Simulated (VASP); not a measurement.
# PtSe2 in VASP: single point with PBE+D3(BJ)

Aim: the single point of PtSe2 with PBE+D3(BJ).

Everything below comes from runs of VASP 6.6.1. Logs are shortened: lines on timing, memory, paths and dates and some standing lists are left out, and cuts for length are marked.

**1. The cell of the first run**

The cell holds a slab with vacuum, 6 atoms: a = 3.707 Å, b = 3.707 Å, c = 22.798 Å, α = 90.00°, β = 90.00°, γ = 120.00°.

**2. Single point, PBE+D3(BJ) (layers slid over each other)**

The input, INCAR:

```
SYSTEM = PtSe2
PREC     = Accurate       ! precision mode
ENCUT    = 520            ! plane-wave cutoff, eV
EDIFF    = 1E-6           ! SCF threshold, eV
ISMEAR   = 0              ! smearing method
SIGMA    = 0.05           ! smearing width, eV
LREAL    = .FALSE.        ! projectors in reciprocal space
LASPH    = .TRUE.         ! aspherical terms in the spheres
NELM     = 60             ! most SCF steps
ALGO     = Normal         ! electronic algorithm
ISIF     = 2              ! what is computed and relaxed
LWAVE    = .FALSE.        ! write WAVECAR
LCHARG   = .FALSE.        ! write CHGCAR
LDIPOL   = .TRUE.       
IDIPOL   = 3            
DIPOL    = 0.5 0.5 0.382
GGA      = PE             ! functional
IVDW     = 12             ! dispersion correction
NBANDS   = 31             ! bands
```

The input, KPOINTS:

```
regular mesh
0
G
  9 9 1
  0 0 0
```

The input, POSCAR:

```
PtSe2
1.0
    3.7070358307      0.0000000000      0.0000000000
   -1.8535179153      3.2103872021      0.0000000000
    0.0000000000      0.0000000000     22.7981611688
Se Pt
4 2
Direct
    0.6666666667      0.3333333333      0.1973843402
    0.3333333333      0.6666666667      0.3135814565
    0.3333333333      1.1666666667      0.4499959672
    0.6666666667      0.8333333333      0.5661930834
    0.0000000000      0.0000000000      0.2554828983
    1.0000000000      1.5000000000      0.5080945253
```

Potentials or basis: VASP PAW PBE potentials, release 64 (Se, Pt).

Launch:

```sh
$ cat potpaw_PBE.64/Se/POTCAR potpaw_PBE.64/Pt/POTCAR > POTCAR
$ mpirun -np 1 vasp_std > vasp.out
```

OUTCAR:

```text
SYSTEM = PtSe2
   PREC = Accurate
   ENCUT = 520
   EDIFF = 1E-6
   ISMEAR = 0
   LREAL = .FALSE.
   LASPH = .TRUE.
   NELM = 60
   ISIF = 2
   GGA = PE
   IVDW = 12
 IVDW          = 12

 ion  position               nearest neighbor table
   1  0.667  0.333  0.197-   5 2.52   5 2.52   5 2.52
   2  0.333  0.667  0.314-   5 2.52   5 2.52   5 2.52
   3  0.333  0.167  0.450-   6 2.52   6 2.52   6 2.52
   4  0.667  0.833  0.566-   6 2.52   6 2.52   6 2.52
   5  0.000  0.000  0.255-   1 2.52   1 2.52   1 2.52   2 2.52   2 2.52   2 2.52
   6  0.000  0.500  0.508-   3 2.52   4 2.52   3 2.52   4 2.52   4 2.52   3 2.52

  LATTYP: Found a hexagonal cell.
 ALAT       =     3.7070358307
 C/A-ratio  =     6.1499705452

  Lattice vectors:

 A1 = (   3.7070358307,   0.0000000000,   0.0000000000)
 A2 = (  -1.8535179153,   3.2103872021,   0.0000000000)
 A3 = (   0.0000000000,   0.0000000000,  22.7981611688)

Analysis of symmetry for initial positions (statically):
=====================================================================
 Subroutine PRICEL returns:
 Original cell was already a primitive cell.

 Routine SETGRP: Setting up the symmetry group for a
 hexagonal supercell.

 Subroutine GETGRP returns: Found  4 space group operations
 (whereof  2 operations were pure point group operations)
 out of a pool of 24 trial point group operations.

The static configuration has the point symmetry C_1h.
 The point group associated with its full space group is C_2v.

Analysis of symmetry for dynamics (positions and initial velocities):
=====================================================================
 Subroutine PRICEL returns:
 Original cell was already a primitive cell.

 Routine SETGRP: Setting up the symmetry group for a
 hexagonal supercell.

 Subroutine GETGRP returns: Found  4 space group operations
 (whereof  2 operations were pure point group operations)
 out of a pool of 24 trial point group operations.

The dynamic configuration has the point symmetry C_1h.
 The point group associated with its full space group is C_2v.

 Subroutine INISYM returns: Found  4 space group operations
 (whereof  2 operations are pure point group operations),
 and found     1 'primitive' translations

----------------------------------------------------------------------------------------

                                     Primitive cell

  volume of cell :     271.3214

  direct lattice vectors                    reciprocal lattice vectors
     3.707035831  0.000000000  0.000000000     0.269757306  0.155744453  0.000000000
    -1.853517915  3.210387202  0.000000000     0.000000000  0.311488907  0.000000000
     0.000000000  0.000000000 22.798161169     0.000000000  0.000000000  0.043863187

  length of vectors
     3.707035831  3.707035831 22.798161169     0.311488907  0.311488907  0.043863187

  position of ions in fractional coordinates (direct lattice)
     0.666666667  0.333333333  0.197384340
     0.333333333  0.666666667  0.313581457
     0.333333333  0.166666667  0.449995967
     0.666666667  0.833333333  0.566193083
     0.000000000  0.000000000  0.255482898
     0.000000000  0.500000000  0.508094525

  ion indices of the primitive-cell ions
   primitive index   ion index
                 1           1
                 2           2
                 3           3
                 4           4
                 5           5
                 6           6

----------------------------------------------------------------------------------------

 KPOINTS: regular mesh

Automatic generation of k-mesh.
 Grid dimensions read from file:
 generate k-points for:    9    9    1

 Generating k-lattice:

  Cartesian coordinates                     Fractional coordinates (reciprocal lattice)
     0.029973034  0.017304939  0.000000000     0.111111111  0.000000000  0.000000000
     0.000000000  0.034609879  0.000000000     0.000000000  0.111111111  0.000000000
     0.000000000  0.000000000  0.043863187     0.000000000  0.000000000  1.000000000

  Length of vectors
     0.034609879  0.034609879  0.043863187

  Shift w.r.t. Gamma in fractional coordinates (k-lattice)
     0.000000000  0.000000000  0.000000000

 Subroutine IBZKPT returns following result:
 ===========================================

 Found     25 irreducible k-points:

 Following reciprocal coordinates:
            Coordinates               Weight
  0.000000  0.000000  0.000000      1.000000
  0.111111  0.000000  0.000000      2.000000
  0.000000  0.111111  0.000000      4.000000
  0.222222 -0.000000  0.000000      2.000000
  0.000000  0.222222  0.000000      4.000000
  0.333333  0.000000  0.000000      2.000000
[... 16 lines left out ...]
 -0.222222 -0.444444  0.000000      4.000000
  0.444444  0.333333  0.000000      4.000000
   k-points           NKPTS =     25   k-points in BZ     NKDIM =     25   number of bands    NBANDS=     31
   number of dos      NEDOS =    301   number of ions     NIONS =      6
   total plane-waves  NPLWV = 141120
   dimension x,y,z NGX =    28 NGY =   28 NGZ =  180
   dimension x,y,z NGXF=    56 NGYF=   56 NGZF=  360
   ions per type =               4   2
   NGX,Y,Z   is equivalent  to a cutoff of  12.56, 12.56, 13.13 a.u.
   NGXF,Y,Z  is equivalent  to a cutoff of  25.11, 25.11, 26.25 a.u.
 SYSTEM =  PtSe2
   PREC   = accura    normal or accurate (medium, high low for compatibility)
   ISTART =      0    job   : 0-new  1-cont  2-samecut
   ICHARG =      2    charge: 1-file 2-atom 10-const
   ISPIN  =      1    spin polarized calculation?
   LNONCOLLINEAR =      F non collinear calculations
   LSORBIT =      F    spin-orbit coupling
   LASPH  =      T    aspherical Exc in radial PAW
   ENCUT  =  520.0 eV  38.22 Ry    6.18 a.u.   6.89  6.89 42.39*2*pi/ulx,y,z
   NELM   =     60;   NELMIN=  2; NELMDL= -5     # of ELM steps
   EDIFF  = 0.1E-05   stopping-criterion for ELM
   LREAL  =      F    real-space projection
   EDIFFG = 0.1E-04   stopping-criterion for IOM
   NSW    =      0    number of steps for IOM
   IBRION =     -1    ionic relax: 0-MD 1-quasi-New 2-CG
   NFREE  =      0    steps in history (QN), initial steepest desc. (CG)
   ISIF   =      2    stress and relaxation
   ISYM   =      2    0-nonsym 1-usesym 2-fastsym
   POTIM  = 0.5000    time-step for ionic-motion
   TEBEG  =    0.0;   TEEND  =   0.0 temperature during run
   PSTRESS=    0.0 pullay stress
   NELECT =      44.0000    total number of electrons
   NUPDOWN=      -1.0000    fix difference up-down
   EMIN   =  10.00;   EMAX   =-10.00  energy-range for DOS
   EFERMI =   0.00;   METHOD = LEGACY
   ISMEAR =     0;   SIGMA  =   0.05  broadening in eV -4-tet -1-fermi 0-gaus
   EFERMI_NEDOS =   21; number of points for ismear=-14 and -15
   IALGO  =     38    algorithm
   IMIX   =      4    mixing-type and parameters
     AMIX     =   0.40;   BMIX     =  1.00
     AMIX_MAG =   1.60;   BMIX_MAG =  1.00
  volume/ion in A,a.u.               =      45.22       305.16
  Fermi-wavevector in a.u.,A,eV,Ry     =   0.892752  1.687058 10.843938  0.797007
  Thomas-Fermi vector in A             =   2.014742
   LORBIT       =      0    0 simple, 1 ext, 2 COOP (PROOUT), +10 PAW based schemes
   GGA     = PE    functional components
   LHFCALC =     F    Hartree Fock is set to
   AEXX    =    0.0000 exact exchange contribution
   IVDW    =    12    specifies the selected vdW correction
   LEPSILON=     F    determine dielectric tensor
   LRPA    =     F    only Hartree local field effects (RPA)
 non-spin polarized calculation
 Gauss-broadening in eV      SIGMA  =   0.05
  energy-cutoff  :      520.00
  volume of cell :      271.32
 maximum number of plane-waves:      7334
   NGX = 13   NGY = 13   NGZ = 85

 dipolmoment           0.000000      0.000000      0.000002 electrons x Angstroem

 number of electron      44.0000001 magnetization

 dipolmoment           0.000000      0.000000     -0.000002 electrons x Angstroem

 Free energy of the ion-electron system (eV)
  ---------------------------------------------------
  ext. energy  EPLUGINS =         0.00000000
  ---------------------------------------------------
  free energy    TOTEN  =       -28.55291857 eV

  energy without entropy =      -28.55291857  energy(sigma->0) =      -28.55291857

 E-fermi :  -0.0348     XC(G=0):  -5.4568

 val. band max:       -0.2546822981   @ k =   0.0000   0.1111   0.0000
 cond. band min:       0.4739211548   @ k =   0.2222  -0.0000   0.0000
 fundamental gap:      0.7286034529
 Fermi energy:        -0.0348313162

 k-point     1 :       0.0000    0.0000    0.0000
  band No.  band energies     occupation
      1     -14.8048      2.00000
      2     -14.6929      2.00000
      3     -13.0884      2.00000
      4     -12.8805      2.00000
      5      -6.1202      2.00000
      6      -5.7884      2.00000
[... 23 lines left out ...]
     30       4.8220      0.00000
     31       4.9831      0.00000

 k-point     2 :       0.1111    0.0000    0.0000
  band No.  band energies     occupation
      1     -14.6732      2.00000
      2     -14.5603      2.00000
      3     -13.0879      2.00000
      4     -12.8914      2.00000
      5      -6.0235      2.00000
      6      -5.7951      2.00000
[... 23 lines left out ...]
     30       5.4218      0.00000
     31       5.6475      0.00000

 k-point     3 :       0.0000    0.1111    0.0000
  band No.  band energies     occupation
      1     -14.6719      2.00000
      2     -14.5613      2.00000
      3     -13.0853      2.00000
      4     -12.8941      2.00000
      5      -6.0257      2.00000
      6      -5.8046      2.00000
[... 703 lines left out ...]
     30       6.9352      0.00000
     31       7.4103      0.00000

 k-point    24 :       0.4444    0.3333    0.0000
  band No.  band energies     occupation
      1     -13.2459      2.00000
      2     -13.1690      2.00000
      3     -13.0824      2.00000
      4     -13.0479      2.00000
      5      -6.3118      2.00000
      6      -6.2964      2.00000
[... 23 lines left out ...]
     30       7.0658      0.00000
     31       7.4901      0.00000

 [... further k-points ...]

------------------------ aborting loop because EDIFF is reached ----------------------------------------

 vacuum level on the upper side and lower side of the slab       (xc-potential included)        -0.135        -0.135

 Edisp (eV)   -2.14181

 E8    (eV) :    -0.9495

  FORCE on cell =-STRESS in cart. coord.  units (eV):
  Direction    XX          YY          ZZ          XY          YZ          ZX
  --------------------------------------------------------------------------------------
  -------------------------------------------------------------------------------------
  Total      -0.08998     0.08495    -0.58742    -0.15149     0.00000     0.00000
  in kB      -0.53134     0.50162    -3.46876    -0.89457     0.00000     0.00000
  external pressure =       -1.17 kB  Pullay stress =        0.00 kB

 VOLUME and BASIS-vectors are now :
 -----------------------------------------------------------------------------
  energy-cutoff  :      520.00
  volume of cell :      271.32
      direct lattice vectors                 reciprocal lattice vectors
     3.707035831  0.000000000  0.000000000     0.269757306  0.155744453  0.000000000
    -1.853517915  3.210387202  0.000000000     0.000000000  0.311488907  0.000000000
     0.000000000  0.000000000 22.798161169     0.000000000  0.000000000  0.043863187

 POSITION                                       TOTAL-FORCE (eV/Angst)
 -----------------------------------------------------------------------------------
      1.85352      1.07013      4.50000        -0.017135     -0.009893     -0.012286
     -0.00000      2.14026      7.14908        -0.005561     -0.003211      0.031480
      0.92676      0.53506     10.25908        -0.005561     -0.003211     -0.031480
      0.92676      2.67532     12.90816        -0.017135     -0.009893      0.012286
      0.00000      0.00000      5.82454         0.022696      0.013103      0.094781
     -0.92676      1.60519     11.58362         0.022696      0.013103     -0.094781
 -----------------------------------------------------------------------------------
    total drift:                                0.000141      0.000081     -0.000054

  FREE ENERGIE OF THE ION-ELECTRON SYSTEM (eV)
  ---------------------------------------------------
  free  energy   TOTEN  =       -30.6947264852 eV

  energy  without entropy=      -30.6947264852  energy(sigma->0) =      -30.69472649

 vacuum level on the upper side and lower side of the slab         4.893         4.893
```

It took 3.9 min on 1 thread of Intel Xeon Platinum 8488C (Sapphire Rapids), shared host; peak memory 0.47 GiB.

What came out:

- Free energy: -30.6947 eV
- Largest force: 0.098 eV/Å
- Band gap on the k mesh: 0.73 eV (least direct gap 0.95 eV)
- Dispersion energy per atom: -0.357 eV

Forces on the atoms (eV/Å):
```
Se  -0.017 -0.010 -0.012
Se  -0.006 -0.003  0.031
Se  -0.006 -0.003 -0.031
Se  -0.017 -0.010  0.012
Pt   0.023  0.013  0.095
Pt   0.023  0.013 -0.095
```

Caveat: the cell differs from its parent crystal (layers slid over each other); spin-orbit coupling is left out, which moves the levels of the heavy elements.
